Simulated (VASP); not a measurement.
Set up this calculation in VASP 6.6.1, as the native input.

| Quantity | Value |
| --- | --- |
| Task | single point |
| Functional | PBE |
| Potentials or basis | VASP PAW PBE potentials, release 64 (Ti_sv, O) |
| Cutoff | 520 eV |
| k mesh | 4 × 4 × 6 |
| Occupations | gaussian, width 0.01 eV |
| Spin | no spin polarisation |
| Dipole correction | no |
| Further INCAR settings | ALGO = Normal; EDIFF = 1e-07; NBANDS = 33 |

The structure of TiO2 (Rutile) lies in POSCAR:

```
TiO2
1.0
    4.6822660031      0.0000000000      0.0000000000
    0.0000000000      4.6822660031      0.0000000000
    0.0000000000      0.0000000000      3.0154029610
Ti O
2 4
Direct
    0.0000000000      0.0000000000      0.0000000000
    0.5000000000      0.5000000000      0.5000000000
    0.3049600000      0.3049600000      0.0000000000
    0.1950400000      0.8049600000      0.5000000000
    0.6950400000      0.6950400000      0.0000000000
    0.8049600000      0.1950400000      0.5000000000
```

These files were run (other wordings do the same):

INCAR

```
PREC     = Accurate       # precision mode
ENCUT    = 520            # plane-wave cutoff, eV
EDIFF    = 1E-7           # SCF threshold, eV
ISMEAR   = 0              # smearing method
SIGMA    = 0.01           # smearing width, eV
LREAL    = F              # projectors in reciprocal space
LASPH    = T              # aspherical terms in the spheres
NELM     = 80             # most SCF steps
ALGO     = Normal         # electronic algorithm
ISIF     = 2              # what is computed and relaxed
LWAVE    = F              # write WAVECAR
LCHARG   = F              # write CHGCAR
GGA      = PE             # functional
NBANDS   = 33             # bands
```

KPOINTS

```
Automatic mesh
0
Gamma
  4 4 6
```

Potentials or basis: VASP PAW PBE potentials, release 64 (Ti_sv, O).

Launch:

```bash
$ cat potpaw_PBE.64/Ti_sv/POTCAR potpaw_PBE.64/O/POTCAR > POTCAR
$ mpirun -np 1 vasp_std > vasp.out
```

It gave:

```
Pressure               : -6.9 GPa
Largest force          : 0.148 eV/Å
Band gap on the k mesh : 1.73 eV, direct
```

Run time: 89 s on 1 thread of Intel Xeon 8259CL (shared host), peak memory 0.19 GiB.
